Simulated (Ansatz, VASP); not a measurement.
## BaO: VASP beside Ansatz

```xyz
2
Lattice="0.0000 2.6943 2.6943 2.6943 0.0000 2.6943 2.6943 2.6943 0.0000" Properties=species:S:1:pos:R:3 pbc="T T T"
Ba    0.0000    0.0000    0.0000
O     2.6943    2.6943    2.6943
```

Change from the starting cell: volume scaled by 0.9405, crystal datasets.

Alike in both runs: task electric field gradients; functional PBE; k mesh 8 × 8 × 8; occupations fermi-dirac, width 0.02 eV; no spin polarisation.

|  | VASP | Ansatz |
| --- | --- | --- |
| version | VASP 6.6.1 | Ansatz 0.2.0 |
| potentials or method | VASP PAW PBE potentials, release 64 (Ba_sv, O), cutoff 520 eV | all-electron PAW with datasets made for the crystal, scalar-relativistic |

```tsv
	VASP	Ansatz	Ansatz less VASP
gap on the k mesh at the Fermi level (eV)	1.65	1.73	+0.079
pressure (GPa)	11.2	8.8	-2.38
```

Ansatz ran all-electron here, and VASP with PAW potentials.

Neither program's run includes spin-orbit coupling.
